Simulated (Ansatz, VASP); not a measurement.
# C: VASP beside Ansatz

File POSCAR:

```
C
1.0
    0.0000000000     -1.7801161419     -1.7801161419
   -1.7801161419      0.0000000000     -1.7801161419
    1.7801161419      1.7801161419     -3.5602322838
C
4
Direct
    0.7332855631      0.7715470751      0.7499999932
    0.2667144369      0.2284529249      0.2500000068
    0.3582855631      0.3965470751      0.8749999932
    0.8917144369      0.8534529249      0.3750000068
```

The input INCAR.step1:

```
PREC = Accurate
ENCUT = 520
ISMEAR = 0
SIGMA = 0.05
LREAL = F
LASPH = T
NELM = 100
NBANDS = 16
GGA = PE
ALGO = Normal
EDIFF = 1E-4
LWAVE = T
LCHARG = F
```

INCAR.step2

```
PREC = Accurate
ENCUT = 520
EDIFF = 1E-7
ISMEAR = 0
SIGMA = 0.05
LREAL = F
LASPH = T
NELM = 100
ALGO = Normal
ISIF = 2
LWAVE = F
LCHARG = F
METAGGA = R2SCAN
LMIXTAU = T
NBANDS = 16
ISTART = 1
```

KPOINTS

```
Automatic mesh
0
Gamma
  12 12 10
```

Input for Ansatz:

```yaml
crystal:
  lattice:
    - [0.0, -1.7801161419, -1.7801161419]
    - [-1.7801161419, 0.0, -1.7801161419]
    - [1.7801161419, 1.7801161419, -3.5602322838]
  atoms:
    - { symbol: C, position: [0.7332855631, 0.7715470751, 0.7499999932] }
    - { symbol: C, position: [0.2667144369, 0.2284529249, 0.2500000068] }
    - { symbol: C, position: [0.3582855631, 0.3965470751, 0.8749999932] }
    - { symbol: C, position: [0.8917144369, 0.8534529249, 0.3750000068] }
basis:
  ecutwfc: 520.0
kpoints:
  mp_grid: { grid: [12, 12, 10] }
hamiltonian:
  xc: r2scan
scf:
  occupations: { method: gaussian, width: 0.05 }
output:
  forces: true
  stress: true
  eigenvalues: true
```

Change from the starting cell: mode 4 frozen in at -0.049 Å and mode 9 at +0.000 Å (largest displacements).

Alike in both runs: task single point; functional r2SCAN; k mesh 12 × 12 × 10; occupations gaussian, width 0.05 eV; no spin polarisation.

|  | VASP | Ansatz |
| --- | --- | --- |
| version | VASP 6.6.1 | Ansatz 0.2.0 |
| potentials or method | VASP PAW PBE potentials, release 64 (C), cutoff 520 eV | scalar-relativistic, plane waves, PAW |
| valence electrons in the cell | 16 | 16 |

VASP gave:

| Property | Result |
| --- | --- |
| gap on the k mesh at the Fermi level (eV) | 4.32 |
| least direct gap on the mesh (eV) | 5.80 |
| pressure (GPa) | 1.0 |
| traceless stress, the component that is largest in VASP (GPa) | 0.55 |
| rms of the force components (eV/Å) | 0.394 |

**Question.** Estimate Ansatz's values.

**Answer.** gap on the k mesh at the Fermi level (eV): 4.35; least direct gap on the mesh (eV): 5.84; pressure (GPa): -0.1; traceless stress, the component that is largest in VASP (GPa): 0.55; rms of the force components (eV/Å): 0.396.

VASP's potentials were made for PBE, not for r2SCAN. Atom by atom the forces differ by 0.002 eV/Å (rms over components).
